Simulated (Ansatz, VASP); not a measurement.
## SiGe3 in VASP and in Ansatz

```
Si Ge
1.0
     4.23134    0.00000    0.00000
     0.00000    4.23134    0.00000
     0.00000    0.00000    4.23134
Si Ge
1 3
Cartesian
  0.0000 0.0000 0.0000
  0.0000 2.1157 2.1157
  2.1157 0.0000 2.1157
  2.1157 2.1157 0.0000
```

Alike in both runs: functional PBE; k mesh 4 × 4 × 4; occupations gaussian, width 0.1 eV; no spin polarisation.

Ansatz relaxed the structure, and its values are those at the end. VASP's run is a single point on that final structure, the one shown.

|  | VASP | Ansatz |
| --- | --- | --- |
| version | VASP 6.6.1 | Ansatz 0.2.0 |
| potentials or method | VASP PAW PBE potentials, release 64 (Si, Ge_d), cutoff 520 eV | scalar-relativistic, plane waves, PAW |
| valence electrons in the cell | 46 | 46 |

Ansatz gave:

| Quantity | Value |
| --- | --- |
| gap on the k mesh at the Fermi level (eV) | none |
| pressure (GPa) | -0.1 |

Estimate VASP's values.

gap on the k mesh at the Fermi level (eV): none; pressure (GPa): -0.2.

A gap of «none» marks a metal or a gap that the smearing closes. With one functional, cell and mesh, what is left measures potentials, basis and numerics.

The k mesh is coarse, so the values compare programs but aren't converged.
